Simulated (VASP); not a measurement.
Crystal: Li.

```
CELL_PARAMETERS angstrom
-1.75465 1.75465 1.75465
1.75465 -1.75465 1.75465
1.75465 1.75465 -1.75465
ATOMIC_POSITIONS crystal
Li 0.00000 0.00000 0.00000
```

```yaml
Program: VASP 6.6.1
Task: relaxation of cell and atoms
Functional: PBEsol
Potentials_or_basis: VASP PAW PBE potentials, release 64 (Li_sv)
Cutoff: 600 eV
k_mesh: 11 × 11 × 11
Occupations: fermi-dirac, width 0.05 eV
Spin: no spin polarisation
```

At the start: pressure -0.9 GPa; volume 21.61 Å³/atom.

**Question.** Where does the relaxation end?

**Answer.** Over 4 steps the energy falls by 5.0 meV/atom and the volume is 19.96 Å³/atom (-7.6 %); space group Im-3m (No. 229, to 0.05 Å).

Step by step:
| step | energy change (eV) | largest force (eV/Å) | pressure (GPa) | volume (Å³) |
| --- | --- | --- | --- | --- |
| 1 | 0.0000 | 0.0000 | -0.93 | 21.61 |
| 2 | -0.0020 | 0.0000 | -0.74 | 21.22 |
| 3 | -0.0049 | 0.0000 | -0.15 | 20.20 |
| 4 | -0.0050 | 0.0000 | 0.01 | 19.96 |

Final structure:
```xyz
1
Lattice="-1.7088 1.7088 1.7088 1.7088 -1.7088 1.7088 1.7088 1.7088 -1.7088" Properties=species:S:1:pos:R:3 pbc="T T T"
Li    3.4177    0.0000    0.0000
```

The cell as given is a measured one (21.61 Å³/atom); PBEsol puts the equilibrium volume -7.6 % from it, thermal expansion not counted.

Caveat: the cutoff is under 1.25 times the usual one of these potentials, so pressure, stress and relaxed cells hold a basis-set (Pulay) error; the PAW data sets were made with another functional, which shifts forces and pressure a little.
